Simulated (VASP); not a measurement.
# Mg8HO8 (a cell with a defect) in VASP: single point with PBE

Aim: the single point of Mg8HO8 (a cell with a defect) with PBE.

Program: VASP 6.6.1. These are calculated values, not measurements. Logs are shortened: lines on timing, memory, paths and dates and some standing lists are left out, and cuts for length are marked.

### 1 The cell of the first run

The cell holds a defect, 17 atoms: a = 5.624 Å, b = 5.624 Å, c = 5.624 Å, α = 60.00°, β = 60.00°, γ = 60.00°.

### 2 Single point, PBE

File INCAR:

```
PREC     = Accurate       # precision mode
ENCUT    = 520            # plane-wave cutoff, eV
EDIFF    = 1E-6           # SCF threshold, eV
ISMEAR   = -1             # smearing method
SIGMA    = 0.05           # smearing width, eV
LREAL    = Auto         
LASPH    = True           # aspherical terms in the spheres
NELM     = 80             # most SCF steps
ALGO     = Normal         # electronic algorithm
ISIF     = 2              # what is computed and relaxed
LWAVE    = False          # write WAVECAR
LCHARG   = False          # write CHGCAR
GGA      = PE             # functional
NBANDS   = 46             # bands
NELECT   = 64.0
```

File KPOINTS:

```
Automatic mesh
0
Gamma
  2 2 2
```

File POSCAR:

```
Mg8HO8
1.0
    0.0000000000      3.9770000000      3.9770000000
    3.9770000000      0.0000000000      3.9770000000
    3.9770000000      3.9770000000      0.0000000000
Mg O H
8 8 1
Direct
    0.0116465929     -0.0104735982     -0.0038082726
    0.0056696002     -0.0128657279      0.4968830777
    0.0176565250      0.4888574302     -0.0014201660
    0.0116357807      0.4864542369      0.4992842595
    0.5116479759     -0.0485506663      0.0342866482
    0.5193630878     -0.0128694996      0.4968775459
    0.5039538597      0.4888497611     -0.0014253206
    0.5116694745      0.5245125723      0.4611816696
    0.2599180287      0.2321594166      0.2570432487
    0.2928635906      0.2379993714      0.7477358562
    0.2515461403      0.7379919537      0.2477412623
    0.2599231833      0.7472985919      0.7418927584
    0.7633972844      0.2438212220      0.2384251949
    0.7304654262      0.2379929595      0.7477319588
    0.7717421423      0.7379945939      0.2477396279
    0.7633877294      0.7286939904      0.7535725421
    0.5117073171      1.2379962283      0.7477178778
```

Potentials or basis: VASP PAW PBE potentials, release 64 (Mg, O, H).

Run with:

```sh
cat potpaw_PBE.64/Mg/POTCAR potpaw_PBE.64/O/POTCAR potpaw_PBE.64/H/POTCAR > POTCAR
mpirun -np 1 vasp_std > vasp.out
```

OUTCAR:

```text
PREC = Accurate
   ENCUT = 520
   EDIFF = 1E-6
   ISMEAR = -1
   LREAL = Auto
   LASPH = True
   NELM = 80
   ISIF = 2
   GGA = PE
   NELECT = 64.0

 ion  position               nearest neighbor table
   1  0.012  0.990  0.996-  15 1.95  11 1.96  12 1.97  13 1.97  14 2.11  10 2.11   3 2.79   6 2.79
                             7 2.79   2 2.79   4 2.79   5 2.82   5 2.82   4 2.83   2 2.83   7 2.83
   2  0.006  0.987  0.497-  11 1.98  12 1.99   9 1.99  16 1.99  13 1.99  14 2.00   5 2.73   8 2.73
                             6 2.74   4 2.79   1 2.79   3 2.81   3 2.81   1 2.83   4 2.83   6 2.89
   3  0.018  0.489  0.999-  15 1.98  16 1.99  13 1.99  12 1.99   9 1.99  10 2.00   8 2.73   5 2.73
                             7 2.74   1 2.79   4 2.79   2 2.81   2 2.81   4 2.83   1 2.83   7 2.89
   4  0.012  0.486  0.499-  15 1.95  11 1.96  16 1.97   9 1.98  14 2.11  10 2.11   6 2.79   3 2.79
                             2 2.79   7 2.79   1 2.79   8 2.82   8 2.82   1 2.83   7 2.83   2 2.83
   5  0.512  0.951  0.034-  17 1.61  15 1.89  11 1.89   9 2.01  16 2.01  10 2.03  14 2.03   8 2.40
                             2 2.73   6 2.73   3 2.73   7 2.73   1 2.82   1 2.82   7 2.91   3 2.91
   6  0.519  0.987  0.497-  15 1.98  12 1.99   9 1.99  16 1.99  13 1.99  10 2.00   5 2.73   8 2.73
                             2 2.74   4 2.79   1 2.79   7 2.81   7 2.81   1 2.83   4 2.83   2 2.89
   7  0.504  0.489  0.999-  11 1.98  16 1.99  13 1.99  12 1.99   9 1.99  14 2.00   8 2.73   5 2.73
                             3 2.74   1 2.79   4 2.79   6 2.81   6 2.81   4 2.83   1 2.83   3 2.89
   8  0.512  0.525  0.461-  17 1.61  15 1.89  11 1.89  13 2.01  12 2.01  10 2.03  14 2.03   5 2.40
                             3 2.73   7 2.73   2 2.73   6 2.73   4 2.82   4 2.82   6 2.91   2 2.91
   9  0.260  0.232  0.257-   4 1.98   2 1.99   6 1.99   3 1.99   7 1.99   5 2.01
  10  0.293  0.238  0.748-  17 1.23   3 2.00   6 2.00   8 2.03   5 2.03   4 2.11   1 2.11
  11  0.252  0.738  0.248-   5 1.89   8 1.89   4 1.96   1 1.96   2 1.98   7 1.98
  12  0.260  0.747  0.742-   1 1.97   2 1.99   6 1.99   3 1.99   7 1.99   8 2.01
  13  0.763  0.244  0.238-   1 1.97   7 1.99   3 1.99   6 1.99   2 1.99   8 2.01
  14  0.730  0.238  0.748-  17 1.23   7 2.00   2 2.00   8 2.03   5 2.03   4 2.11   1 2.11
  15  0.772  0.738  0.248-   5 1.89   8 1.89   1 1.95   4 1.95   6 1.98   3 1.98
  16  0.763  0.729  0.754-   4 1.97   3 1.99   7 1.99   6 1.99   2 1.99   5 2.01
  17  0.512  0.238  0.748-  14 1.23  10 1.23   8 1.61   5 1.61

  LATTYP: Found a face centered cubic cell.
 ALAT       =     7.9540000000

  Lattice vectors:

 A1 = (   0.0000000000,   3.9770000000,   3.9770000000)
 A2 = (   3.9770000000,   0.0000000000,   3.9770000000)
 A3 = (   3.9770000000,   3.9770000000,   0.0000000000)

Analysis of symmetry for initial positions (statically):
=====================================================================
 Subroutine PRICEL returns:
 Original cell was already a primitive cell.

 Routine SETGRP: Setting up the symmetry group for a
 face centered cubic supercell.

 Subroutine GETGRP returns: Found  1 space group operations
 (whereof  1 operations were pure point group operations)
 out of a pool of 48 trial point group operations.

The static configuration has the point symmetry C_1 .

Analysis of symmetry for dynamics (positions and initial velocities):
=====================================================================
 Subroutine PRICEL returns:
 Original cell was already a primitive cell.

 Routine SETGRP: Setting up the symmetry group for a
 face centered cubic supercell.

 Subroutine GETGRP returns: Found  1 space group operations
 (whereof  1 operations were pure point group operations)
 out of a pool of 48 trial point group operations.

The dynamic configuration has the point symmetry C_1 .

 Subroutine INISYM returns: Found  1 space group operations
 (whereof  1 operations are pure point group operations),
 and found     1 'primitive' translations

----------------------------------------------------------------------------------------

                                     Primitive cell

  volume of cell :     125.8047

  direct lattice vectors                    reciprocal lattice vectors
     0.000000000  3.977000000  3.977000000    -0.125722907  0.125722907  0.125722907
     3.977000000  0.000000000  3.977000000     0.125722907 -0.125722907  0.125722907
     3.977000000  3.977000000  0.000000000     0.125722907  0.125722907 -0.125722907

  length of vectors
     5.624327338  5.624327338  5.624327338     0.217758462  0.217758462  0.217758462

  position of ions in fractional coordinates (direct lattice)
     0.011646593  0.989526402  0.996191727
     0.005669600  0.987134272  0.496883078
[... 47 lines left out ...]
    -0.062861453  0.062861453  0.062861453     0.500000000  0.000000000  0.000000000
     0.062861453 -0.062861453  0.062861453     0.000000000  0.500000000  0.000000000
     0.062861453  0.062861453 -0.062861453     0.000000000  0.000000000  0.500000000

  Length of vectors
     0.108879231  0.108879231  0.108879231

  Shift w.r.t. Gamma in fractional coordinates (k-lattice)
     0.000000000  0.000000000  0.000000000

 Subroutine IBZKPT returns following result:
 ===========================================

 Found      8 irreducible k-points:

 Following reciprocal coordinates:
            Coordinates               Weight
  0.000000  0.000000  0.000000      1.000000
  0.500000  0.000000  0.000000      1.000000
  0.000000  0.500000  0.000000      1.000000
  0.000000  0.000000  0.500000      1.000000
  0.500000  0.500000  0.500000      1.000000
  0.500000  0.500000  0.000000      1.000000
  0.000000  0.500000  0.500000      1.000000
  0.500000  0.000000  0.500000      1.000000
   k-points           NKPTS =      8   k-points in BZ     NKDIM =      8   number of bands    NBANDS=     46
   number of dos      NEDOS =    301   number of ions     NIONS =     17
   total plane-waves  NPLWV =  74088
   dimension x,y,z NGX =    42 NGY =   42 NGZ =   42
   dimension x,y,z NGXF=    84 NGYF=   84 NGZF=   84
   ions per type =               8   8   1
   NGX,Y,Z   is equivalent  to a cutoff of  12.41, 12.41, 12.41 a.u.
   NGXF,Y,Z  is equivalent  to a cutoff of  24.83, 24.83, 24.83 a.u.
 SYSTEM =  unknown system
   PREC   = accura    normal or accurate (medium, high low for compatibility)
   ISTART =      0    job   : 0-new  1-cont  2-samecut
   ICHARG =      2    charge: 1-file 2-atom 10-const
   ISPIN  =      1    spin polarized calculation?
   LNONCOLLINEAR =      F non collinear calculations
   LSORBIT =      F    spin-orbit coupling
   LASPH  =      T    aspherical Exc in radial PAW
   ENCUT  =  520.0 eV  38.22 Ry    6.18 a.u.  10.46 10.46 10.46*2*pi/ulx,y,z
   NELM   =     80;   NELMIN=  2; NELMDL= -5     # of ELM steps
   EDIFF  = 0.1E-05   stopping-criterion for ELM
   LREAL  =      T    real-space projection
   EDIFFG = 0.1E-04   stopping-criterion for IOM
   NSW    =      0    number of steps for IOM
   IBRION =     -1    ionic relax: 0-MD 1-quasi-New 2-CG
   NFREE  =      0    steps in history (QN), initial steepest desc. (CG)
   ISIF   =      2    stress and relaxation
   ISYM   =      2    0-nonsym 1-usesym 2-fastsym
   POTIM  = 0.5000    time-step for ionic-motion
   TEBEG  =    0.0;   TEEND  =   0.0 temperature during run
   PSTRESS=    0.0 pullay stress
   NELECT =      64.0000    total number of electrons
   NUPDOWN=      -1.0000    fix difference up-down
   EMIN   =  10.00;   EMAX   =-10.00  energy-range for DOS
   EFERMI =   0.00;   METHOD = LEGACY
   ISMEAR =    -1;   SIGMA  =   0.05  broadening in eV -4-tet -1-fermi 0-gaus
   EFERMI_NEDOS =   21; number of points for ismear=-14 and -15
   IALGO  =     38    algorithm
   IMIX   =      4    mixing-type and parameters
     AMIX     =   0.40;   BMIX     =  1.00
     AMIX_MAG =   1.60;   BMIX_MAG =  1.00
  volume/ion in A,a.u.               =       7.40        49.94
  Fermi-wavevector in a.u.,A,eV,Ry     =   1.306881  2.469646 23.237891  1.707937
  Thomas-Fermi vector in A             =   2.437653
   LORBIT       =      0    0 simple, 1 ext, 2 COOP (PROOUT), +10 PAW based schemes
   GGA     = PE    functional components
   LHFCALC =     F    Hartree Fock is set to
   AEXX    =    0.0000 exact exchange contribution
   IVDW    =     0    specifies the selected vdW correction
   LEPSILON=     F    determine dielectric tensor
   LRPA    =     F    only Hartree local field effects (RPA)
 non-spin polarized calculation
  energy-cutoff  :      520.00
  volume of cell :      125.80
 maximum number of plane-waves:      3383
 NGX is ok and might be reduce to    42
   NGX = 21   NGY = 21   NGZ = 21

 number of electron      64.0000006 magnetization

 Free energy of the ion-electron system (eV)
  ---------------------------------------------------
  ext. energy  EPLUGINS =         0.00000000
  ---------------------------------------------------
  free energy    TOTEN  =       -99.27639458 eV

  energy without entropy =      -99.27639458  energy(sigma->0) =      -99.27639458

 E-fermi :   5.9420     XC(G=0): -11.9033

 val. band max:        4.7317657816   @ k =   0.0000   0.0000   0.0000
 cond. band min:      10.5726321260   @ k =   0.0000   0.0000   0.0000
 fundamental gap:      5.8408663444
 Fermi energy:         5.9420421773

 k-point     1 :       0.0000    0.0000    0.0000
  band No.  band energies     occupation
      1     -14.6103      2.00000
      2     -12.6595      2.00000
      3     -12.6165      2.00000
      4     -11.6743      2.00000
      5     -11.4217      2.00000
      6     -11.4165      2.00000
[... 365 lines left out ...]
     43      17.0381      0.00000
     44      17.3574      0.00000
 [bands above 44 left out]

------------------------ aborting loop because EDIFF is reached ----------------------------------------

  FORCE on cell =-STRESS in cart. coord.  units (eV):
  Direction    XX          YY          ZZ          XY          YZ          ZX
  --------------------------------------------------------------------------------------
  -------------------------------------------------------------------------------------
  Total       27.7346324     32.3097059     32.3087286      0.0049060     -7.6350568      0.0003696
  in kB      353.2126326    411.4781884    411.4657413      0.0624800    -97.2357766      0.0047076
  external PRESSURE =     392.0521875 kB  Pullay stress =       0.0000000 kB

 VOLUME and BASIS-vectors are now :
 -----------------------------------------------------------------------------
  energy-cutoff  :      520.00
  volume of cell :      125.80
      direct lattice vectors                 reciprocal lattice vectors
     0.000000000  3.977000000  3.977000000    -0.125722907  0.125722907  0.125722907
     3.977000000  0.000000000  3.977000000     0.125722907 -0.125722907  0.125722907
     3.977000000  3.977000000  0.000000000     0.125722907  0.125722907 -0.125722907

 POSITION                                       TOTAL-FORCE (eV/Angst)
 -----------------------------------------------------------------------------------
      7.89720      4.00817      3.98166         0.001687      0.017231     -0.015258
      5.90194      1.99865      3.94838        -0.018641     -0.001249      0.000135
      5.91554      4.04157      2.01441         0.016037     -0.000954     -0.001580
      3.92028      2.03193      1.98090         0.000169     -0.012931      0.018202
      3.92027      2.17118      5.81874         0.000934      0.023787     -0.022705
      5.90190      4.04159      5.99133        -0.017358     -0.000921     -0.000427
[... 9 lines left out ...]
      5.89497      6.03295      5.93401         0.002277      0.001744      0.003685
      3.92018      5.00873      2.98157        -0.000166      0.001155     -0.001266
 -----------------------------------------------------------------------------------
    total drift:                                0.007794      0.008777     -0.000403

  FREE ENERGIE OF THE ION-ELECTRON SYSTEM (eV)
  ---------------------------------------------------
  free  energy   TOTEN  =       -99.2763945794 eV

  energy  without entropy=      -99.2763945794  energy(sigma->0) =      -99.27639458
```

Run time: 1.7 min. Hardware: 1 thread of Intel Xeon Platinum 8375C at 2.90GHz (Ice Lake), shared host; peak memory 0.26 GiB.

What came out:

| Item | Value |
| --- | --- |
| Free energy | -99.2764 eV |
| Largest force | 0.048 eV/Å |

Forces in eV/Å, atoms in the order of the input:
```
Mg   0.002  0.017 -0.015
Mg  -0.019 -0.001  0.000
Mg   0.016 -0.001 -0.002
Mg   0.000 -0.013  0.018
Mg   0.001  0.024 -0.023
Mg  -0.017 -0.001  0.000
Mg   0.021  0.002  0.000
Mg   0.001 -0.029  0.025
O   -0.006 -0.001  0.000
O   -0.003 -0.033 -0.035
O    0.001 -0.009 -0.010
O   -0.002  0.001 -0.001
O    0.004  0.000  0.001
O    0.002  0.033  0.030
O   -0.002  0.010  0.009
O    0.002  0.002  0.004
H    0.000  0.001 -0.001
```

Caveat: the k points lie up to 0.68 Å⁻¹ apart; the cell carries a net charge on a neutralising background, which shifts energy and pressure; the cell is charged against a uniform background, so pressure and absolute levels hang on convention.
